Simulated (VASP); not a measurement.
# NaSi48C48 (a cell with a defect) in VASP: single point with PBE

Aim: the single point of NaSi48C48 (a cell with a defect) with PBE.

All numbers are computed with VASP 6.6.1; they aren't measurements. Logs are shortened: lines on timing, memory, paths and dates and some standing lists are left out, and cuts for length are marked.

### Step 1. The cell of the first run

The cell holds a defect, 97 atoms: a = 10.718 Å, b = 10.718 Å, c = 10.129 Å, α = 90.00°, β = 90.00°, γ = 120.00°.

### Step 2. Single point, PBE

The input, INCAR:

```
ALGO     = Normal         # electronic algorithm
EDIFF    = 1E-7           # SCF threshold, eV
ENCUT    = 520            # plane-wave cutoff, eV
GGA      = PE             # functional
ISIF     = 2              # what is computed and relaxed
ISMEAR   = -1             # smearing method
LASPH    = T              # aspherical terms in the spheres
LCHARG   = F              # write CHGCAR
LREAL    = Auto         
LWAVE    = F              # write WAVECAR
NBANDS   = 250            # bands
NELECT   = 390.0        
NELM     = 80             # most SCF steps
PREC     = Accurate       # precision mode
SIGMA    = 0.01           # smearing width, eV
```

The input, KPOINTS:

```
Automatic mesh
0
Gamma
  1 1 1
  0.25 0.25 0.25
```

The input, POSCAR:

```
NaSi48C48
1.0
    9.2818844900      5.3588986200      0.0000000000
   -9.2818845900      5.3588984500      0.0000000000
    0.0000000000      0.0000000000     10.1287833600
Si C Na
48 48 1
Direct
    0.0010812579      0.1643715881      0.9375962208
    0.1686736131      0.0032059215      0.9375995776
    0.3298579058      0.3320111288      0.9375910870
    0.0000869502      0.3324075011      0.4371299931
    0.1667925651      0.1667899777      0.4376472319
    0.3347994167      0.0014633357      0.4379390735
    0.0009044356      0.0006863764      0.6875734975
    0.1664996593      0.3324957960      0.6875569111
    0.3327137689      0.1669221112      0.6875723127
    0.0005116143     -0.0001658343      0.1881013674
    0.1660705876      0.3329424086      0.1881100555
    0.3336172822      0.1673845502      0.1881057114
    0.0156916123      0.6823813280      0.9459186419
    0.1666826694      0.4998798723      0.9376982074
    0.3365214154      0.8353363836      0.9375927653
    0.0011869014      0.8344697250      0.4371331524
    0.1678136246      0.6678631499      0.4371228846
    0.3321298012      0.5001410442      0.4379376913
    0.0063415974      0.5000828150      0.6827985903
    0.1700445042      0.8367140715      0.6859111063
    0.3340226092      0.6675770653      0.6875701407
    0.0002729342      0.5000593682      0.1886822861
    0.1692923340      0.8359599620      0.1914771924
    0.3331731633      0.6671728954      0.1880954437
    0.4996950675      0.1663595234      0.9377116345
    0.6653193778     -0.0034986846      0.9375944437
    0.8331292833      0.3173595561      0.9458968229
    0.4991082820      0.3335107640      0.4371320664
    0.6668489418      0.1657812953      0.4371253528
    0.8334657687     -0.0012160256      0.4379461819
    0.5002528366     -0.0006285313      0.6875703382
    0.6603854919      0.3270487610      0.6827978992
    0.8333752576      0.1633547436      0.6859223614
    0.5007216586      0.0002842738      0.1881072911
    0.6665079897      0.3331821401      0.1886996623
    0.8334209224      0.1641463777      0.1914766000
    0.4976942769      0.6677377562      0.9375977018
    0.6507372198      0.4998395167      0.9458584175
    0.8332100289      0.8333563264      0.9377060070
    0.5001211172      0.8334581588      0.4376439739
    0.6657476071      0.6667508445      0.4371386812
    0.8334586713      0.5001286182      0.4371594142
    0.4967038297      0.5000468954      0.6859281863
    0.6658331160      0.8331641055      0.6875613539
    0.8334158893      0.6729891926      0.6828252470
    0.4974902014      0.5000815879      0.1914679119
    0.6662773681      0.8327303032      0.1881191385
    0.8333909672      0.6669389856      0.1886869264
    0.0002003440      0.1660694609      0.7499653937
    0.1671743766      0.0006815699      0.7499760564
    0.3325643205      0.3331278878      0.7499625305
   -0.0002937301      0.3327971385      0.2495848623
    0.1668319874      0.1668147477      0.2496390643
    0.3355125336      0.0021756984      0.2506496496
    0.0004656582      0.0000139180      0.5005425449
    0.1662973719      0.3329914272      0.5005276369
    0.3334307518      0.1671599887      0.5005411627
    0.0007972214     -0.0010252533      0.0004760690
    0.1648295578      0.3324362510      0.0004905821
    0.3343155890      0.1684410817      0.0004763652
    0.0060106977      0.6726810209      0.7482220451
    0.1687309346      0.4999574171      0.7496047383
    0.3340091358      0.8338396305      0.7499737856
    0.0008417624      0.8337110924      0.2495916746
    0.1670551951      0.6675123962      0.2495832826
    0.3314611898      0.5001619479      0.2506557708
    0.0006011182      0.5000708062      0.4981996179
    0.1678972934      0.8345631976      0.4992829662
    0.3333541169      0.6671304030      0.5005423475
    0.0002534145      0.4999760683      0.0006626660
    0.1754647307      0.8421337592      0.0045153498
    0.3323122860      0.6674607072      0.0004737983
    0.4978697357      0.1645335452      0.7496330734
    0.6664598012     -0.0007722686      0.7499652949
    0.8332785740      0.3272697955      0.7482005223
    0.4999242405      0.3339655890      0.2495763716
    0.6673074308      0.1665907906      0.2495743971
    0.8335049734     -0.0018742008      0.2506593250
    0.5005026790      0.0000986927      0.5005396818
    0.6661757350      0.3328401891      0.4982081086
    0.8334065189      0.1655552842      0.4992855331
    0.5017639513      0.0009664026      0.0004809067
    0.6663260942      0.3329758961      0.0006532868
    0.8333118511      0.1577528067      0.0044906677
    0.4994064598      0.6668643650      0.7499665784
    0.6606072912      0.4999319401      0.7482265866
    0.8332929214      0.8353886075      0.7496146112
    0.5001559219      0.8334950106      0.2496401503
    0.6661314270      0.6663655317      0.2495899962
    0.8334828849      0.5001486301      0.2495554412
    0.4988936559      0.5000644257      0.4992920492
    0.6663289887      0.8329591508      0.5005309937
    0.8333984424      0.6672562039      0.4982240039
    0.4911148392      0.4999800595      0.0044900753
    0.6657745311      0.8314896850      0.0004979868
    0.8333099365      0.6669185029      0.0006694782
    0.8333101852      0.4999466259      0.8456795545
```

Potentials or basis: VASP PAW PBE potentials, release 64 (Si, C, Na_pv).

Command:

```sh
$ cat potpaw_PBE.64/Si/POTCAR potpaw_PBE.64/C/POTCAR potpaw_PBE.64/Na_pv/POTCAR > POTCAR
$ mpirun -np 1 vasp_std > vasp.out
```

OUTCAR:

```text
EDIFF = 1E-7
   ENCUT = 520
   GGA = PE
   ISIF = 2
   ISMEAR = -1
   LASPH = T
   LREAL = Auto
   NELECT = 390.0
   NELM = 80
   PREC = Accurate

 ion  position               nearest neighbor table
   1  0.001  0.164  0.938-  58 1.88  59 1.89  84 1.89  49 1.90  27 2.98   2 3.05   3 3.05  39 3.07
                             7 3.08  10 3.09   8 3.10  11 3.10  14 3.11  33 3.12  26 3.12  36 3.14
   2  0.169  0.003  0.938-  60 1.88  58 1.89  71 1.89  50 1.90  13 2.98   1 3.05   3 3.05  25 3.07
                             9 3.08  12 3.09   7 3.10  10 3.10  39 3.11  20 3.12  15 3.12  23 3.14
   3  0.330  0.332  0.938-  59 1.88  60 1.89  94 1.89  51 1.90  38 2.98   1 3.05   2 3.05  14 3.07
                             8 3.08  11 3.09   9 3.10  12 3.10  25 3.11  37 3.12  43 3.12  46 3.14
   4  0.000  0.332  0.437-  56 1.89  81 1.90  67 1.90  52 1.90  19 3.05  36 3.07  18 3.08   5 3.08
                            11 3.08  22 3.09  29 3.09  33 3.10  30 3.10   8 3.10  42 3.10  17 3.11
   5  0.167  0.167  0.438-  56 1.89  57 1.89  55 1.90  53 1.90  28 3.08  16 3.08   4 3.08   8 3.09
                             9 3.09  30 3.09   6 3.09  11 3.09   7 3.09  18 3.09  12 3.09  10 3.09
   6  0.335  0.001  0.438-  57 1.89  79 1.89  68 1.89  54 1.90  23 3.06  20 3.07  28 3.08  29 3.08
                            40 3.09   5 3.09  31 3.09   9 3.09  17 3.10  34 3.10  12 3.10  16 3.10
   7  0.001  0.001  0.688-  49 1.89  50 1.89  87 1.89  55 1.89  45 3.04  33 3.07   9 3.08   8 3.08
                             1 3.08  20 3.09   5 3.09  30 3.09   2 3.10  16 3.10  39 3.11  44 3.11
   8  0.166  0.332  0.688-  51 1.89  62 1.89  49 1.89  56 1.89  19 3.04  43 3.07   9 3.08   7 3.08
                             3 3.08  33 3.09   5 3.09  18 3.10   1 3.10   4 3.10  14 3.10  21 3.11
   9  0.333  0.167  0.688-  50 1.89  73 1.89  51 1.89  57 1.89  32 3.04  20 3.07   8 3.08   7 3.08
[... 113 lines left out ...]
  83  0.666  0.333  0.001-  25 1.90  35 1.90  27 1.96  38 1.96  97 2.38
  84  0.833  0.158  0.004-  27 1.81   1 1.89  26 1.89  36 1.90
  85  0.499  0.667  0.750-  21 1.89  43 1.89  44 1.89  37 1.90
  86  0.661  0.500  0.748-  43 1.87  32 1.97  45 1.97  38 2.00  97 2.10
  87  0.833  0.835  0.750-  45 1.87  44 1.89   7 1.89  39 1.91
  88  0.500  0.833  0.250-  47 1.89  34 1.89  24 1.89  40 1.90
  89  0.666  0.666  0.250-  47 1.89  46 1.89  48 1.89  41 1.90
  90  0.833  0.500  0.250-  22 1.89  48 1.89  35 1.89  42 1.90
  91  0.499  0.500  0.499-  43 1.89  18 1.89  28 1.89  41 1.90
  92  0.666  0.833  0.501-  41 1.89  30 1.89  40 1.89  44 1.89
  93  0.833  0.667  0.498-  45 1.87  42 1.90  41 1.90  16 1.90
  94  0.491  0.500  0.004-  38 1.81  37 1.89   3 1.89  46 1.90
  95  0.666  0.831  0.000-  26 1.88  37 1.89  39 1.89  47 1.90
  96  0.833  0.667  0.001-  39 1.89  48 1.90  13 1.96  38 1.96  97 2.38
  97  0.833  0.500  0.846-  75 2.10  86 2.10  61 2.10  13 2.20  27 2.20  38 2.20  70 2.38  83 2.38
                            96 2.38  32 2.48  19 2.48  45 2.48

  LATTYP: Found a hexagonal cell.
 ALAT       =    10.7177970733
 C/A-ratio  =     0.9450433975

  Lattice vectors:

 A1 = (   9.2818844900,   5.3588986200,   0.0000000000)
 A2 = (  -9.2818845900,   5.3588984500,   0.0000000000)
 A3 = (   0.0000000000,   0.0000000000,  10.1287833600)

Analysis of symmetry for initial positions (statically):
=====================================================================
 Subroutine PRICEL returns:
 Original cell was already a primitive cell.

 Routine SETGRP: Setting up the symmetry group for a
 hexagonal supercell.

 Subroutine GETGRP returns: Found  1 space group operations
[... 247 lines left out ...]
   NGX,Y,Z   is equivalent  to a cutoff of  12.41, 12.41, 13.13 a.u.
   NGXF,Y,Z  is equivalent  to a cutoff of  24.82, 24.82, 26.26 a.u.
 SYSTEM =  unknown system
   PREC   = accura    normal or accurate (medium, high low for compatibility)
   ISTART =      0    job   : 0-new  1-cont  2-samecut
   ICHARG =      2    charge: 1-file 2-atom 10-const
   ISPIN  =      1    spin polarized calculation?
   LNONCOLLINEAR =      F non collinear calculations
   LSORBIT =      F    spin-orbit coupling
   LASPH  =      T    aspherical Exc in radial PAW
   ENCUT  =  520.0 eV  38.22 Ry    6.18 a.u.  19.93 19.93 18.83*2*pi/ulx,y,z
   NELM   =     80;   NELMIN=  2; NELMDL= -5     # of ELM steps
   EDIFF  = 0.1E-06   stopping-criterion for ELM
   LREAL  =      T    real-space projection
   EDIFFG = 0.1E-05   stopping-criterion for IOM
   NSW    =      0    number of steps for IOM
   IBRION =     -1    ionic relax: 0-MD 1-quasi-New 2-CG
   NFREE  =      0    steps in history (QN), initial steepest desc. (CG)
   ISIF   =      2    stress and relaxation
   ISYM   =      2    0-nonsym 1-usesym 2-fastsym
   POTIM  = 0.5000    time-step for ionic-motion
   TEBEG  =    0.0;   TEEND  =   0.0 temperature during run
   PSTRESS=    0.0 pullay stress
   NELECT =     390.0000    total number of electrons
   NUPDOWN=      -1.0000    fix difference up-down
   EMIN   =  10.00;   EMAX   =-10.00  energy-range for DOS
   EFERMI =   0.00;   METHOD = LEGACY
   ISMEAR =    -1;   SIGMA  =   0.01  broadening in eV -4-tet -1-fermi 0-gaus
   EFERMI_NEDOS =   21; number of points for ismear=-14 and -15
   IALGO  =     38    algorithm
   IMIX   =      4    mixing-type and parameters
     AMIX     =   0.40;   BMIX     =  1.00
     AMIX_MAG =   1.60;   BMIX_MAG =  1.00
  volume/ion in A,a.u.               =      10.39        70.10
  Fermi-wavevector in a.u.,A,eV,Ry     =   1.193063  2.254562 19.366523  1.423399
  Thomas-Fermi vector in A             =   2.329086
   LORBIT       =      0    0 simple, 1 ext, 2 COOP (PROOUT), +10 PAW based schemes
   GGA     = PE    functional components
[... 5 lines left out ...]
 non-spin polarized calculation
  energy-cutoff  :      520.00
  volume of cell :     1007.63
 maximum number of plane-waves:     27154
   NGX = 39   NGY = 39   NGZ = 37

 number of electron     390.0000009 magnetization

 Free energy of the ion-electron system (eV)
  ---------------------------------------------------
  ext. energy  EPLUGINS =         0.00000000
  ---------------------------------------------------
  free energy    TOTEN  =      -728.02567727 eV

  energy without entropy =     -728.02567727  energy(sigma->0) =     -728.02567727

 E-fermi :   8.2170     XC(G=0): -11.3252

 val. band max:        7.8892169691   @ k =   0.5000  -0.2500   0.2500
 cond. band min:      10.7922211611   @ k =  -0.2500  -0.2500   0.2500
 fundamental gap:      2.9030041920
 Fermi energy:         8.2169689718

 k-point     1 :       0.2500    0.2500    0.2500
  band No.  band energies     occupation
      1     -15.6280      2.00000
      2     -15.6269      2.00000
      3     -15.5369      2.00000
      4      -6.9421      2.00000
      5      -6.6011      2.00000
      6      -6.5773      2.00000
[... 1249 lines left out ...]
    206      11.6536      0.00000
    207      11.6896      0.00000
 [bands above 207 left out]

------------------------ aborting loop because EDIFF is reached ----------------------------------------

  FORCE on cell =-STRESS in cart. coord.  units (eV):
  Direction    XX          YY          ZZ          XY          YZ          ZX
  --------------------------------------------------------------------------------------
  -------------------------------------------------------------------------------------
  Total        7.0236716      6.2852915      0.4656863      0.0384385     -0.0325678     -0.0075862
  in kB       11.1680103      9.9939468      0.7404659      0.0611193     -0.0517845     -0.0120624
  external PRESSURE =       7.3008077 kB  Pullay stress =       0.0000000 kB

 VOLUME and BASIS-vectors are now :
 -----------------------------------------------------------------------------
  energy-cutoff  :      520.00
  volume of cell :     1007.63
      direct lattice vectors                 reciprocal lattice vectors
     9.281884490  5.358898620  0.000000000     0.053868370  0.093302756  0.000000000
    -9.281884590  5.358898450  0.000000000    -0.053868372  0.093302755  0.000000000
     0.000000000  0.000000000 10.128783360     0.000000000  0.000000000  0.098728541

 POSITION                                       TOTAL-FORCE (eV/Angst)
 -----------------------------------------------------------------------------------
     -1.51564      0.88665      9.49671        -0.006528      0.022285     -0.001462
      1.53585      0.92109      9.49674         0.004920      0.025191      0.000855
     -0.01999      3.54689      9.49666         0.006615      0.024370      0.001519
     -3.08456      1.78180      4.42760         0.000941     -0.012755      0.004095
      0.00002      1.78763      4.43283         0.001558     -0.009256     -0.001552
      3.09399      1.80200      4.43579        -0.001022     -0.010845      0.000374
[... 89 lines left out ...]
      1.54443      8.03957      0.00678        -0.009199     -0.007252      0.017906
      3.09424      7.14479      8.56570         0.001312      0.000473      0.022108
 -----------------------------------------------------------------------------------
    total drift:                               -0.029826      0.001183     -0.034269

  FREE ENERGIE OF THE ION-ELECTRON SYSTEM (eV)
  ---------------------------------------------------
  free  energy   TOTEN  =      -728.0256772655 eV

  energy  without entropy=     -728.0256772655  energy(sigma->0) =     -728.02567727
```

Run time: 39 min. Hardware: 1 thread of Intel Xeon Platinum 8375C at 2.90GHz (Ice Lake), shared host; peak memory 1.6 GiB.

Results:

```
Free energy   : -728.0257 eV
Largest force : 0.056 eV/Å
```

Forces on the atoms (eV/Å):
```
Si  -0.007  0.022 -0.001
Si   0.005  0.025  0.001
Si   0.007  0.024  0.002
Si   0.001 -0.013  0.004
Si   0.002 -0.009 -0.002
Si  -0.001 -0.011  0.000
Si   0.005 -0.013  0.008
Si  -0.002 -0.012  0.011
Si   0.001 -0.011  0.012
Si   0.002  0.015 -0.013
Si   0.000  0.014 -0.015
Si  -0.002  0.017 -0.016
Si   0.004  0.047  0.006
Si   0.008  0.016  0.000
Si  -0.002  0.023  0.002
Si   0.003 -0.013  0.004
Si   0.000 -0.012  0.003
Si  -0.001 -0.014  0.002
Si   0.009 -0.010  0.008
Si  -0.003 -0.016  0.011
Si  -0.002 -0.014  0.010
Si   0.002  0.015 -0.012
Si   0.000  0.014 -0.015
Si  -0.001  0.015 -0.013
Si  -0.002  0.026 -0.003
Si   0.000  0.024  0.002
Si   0.027  0.009  0.000
Si   0.003 -0.011  0.002
Si   0.001 -0.009  0.004
Si   0.000 -0.011 -0.001
Si  -0.002 -0.011  0.011
Si   0.001 -0.016  0.009
Si  -0.003 -0.008  0.011
Si   0.003  0.017 -0.015
Si   0.003  0.013 -0.016
Si  -0.004  0.013 -0.019
Si   0.009  0.024 -0.001
Si  -0.021  0.003  0.007
Si  -0.004  0.013  0.000
Si   0.003 -0.012  0.000
Si   0.001 -0.011  0.004
Si  -0.001 -0.015  0.005
Si   0.000 -0.009  0.012
Si   0.004 -0.014  0.011
Si  -0.011 -0.009  0.006
Si   0.001  0.012 -0.016
Si   0.000  0.014 -0.016
Si   0.000  0.014 -0.012
C   -0.010  0.008 -0.011
C   -0.008  0.014 -0.012
C    0.005  0.008 -0.009
C    0.000 -0.018  0.014
C    0.000 -0.018  0.013
C   -0.001 -0.015  0.014
C   -0.001  0.013 -0.014
C   -0.001  0.010 -0.008
C   -0.003  0.009 -0.007
C    0.001 -0.016  0.012
C   -0.009 -0.011  0.007
C   -0.005 -0.028  0.007
C    0.000  0.049 -0.026
C    0.001  0.013 -0.004
C    0.003  0.017 -0.012
C    0.000 -0.016  0.011
C   -0.001 -0.017  0.013
C   -0.003 -0.019  0.004
C    0.005  0.015 -0.005
C    0.000  0.013 -0.007
C   -0.001  0.012 -0.009
C    0.006 -0.010  0.010
C   -0.004 -0.003  0.008
C   -0.002 -0.015  0.010
C   -0.001  0.004 -0.011
C   -0.004  0.003 -0.009
C    0.036 -0.014 -0.025
C    0.001 -0.020  0.012
C   -0.003 -0.022  0.014
C    0.002 -0.022  0.013
C    0.001  0.010 -0.015
C    0.000  0.015 -0.006
C   -0.001  0.008 -0.007
C    0.006 -0.019  0.008
C   -0.005 -0.021  0.023
C    0.000 -0.018  0.011
C    0.009  0.011 -0.010
C   -0.043 -0.012 -0.029
C   -0.001  0.013 -0.009
C   -0.001 -0.019  0.009
C    0.001 -0.022  0.010
C    0.001 -0.015  0.009
C   -0.006  0.009 -0.007
C   -0.002  0.009 -0.006
C    0.001  0.012 -0.005
C    0.002 -0.015  0.004
C    0.002 -0.007  0.005
C   -0.009 -0.007  0.018
Na   0.001  0.000  0.022
```

Caveat: the cell carries a net charge on a neutralising background, which shifts energy and pressure; the cell is charged against a uniform background, so pressure and absolute levels hang on convention.
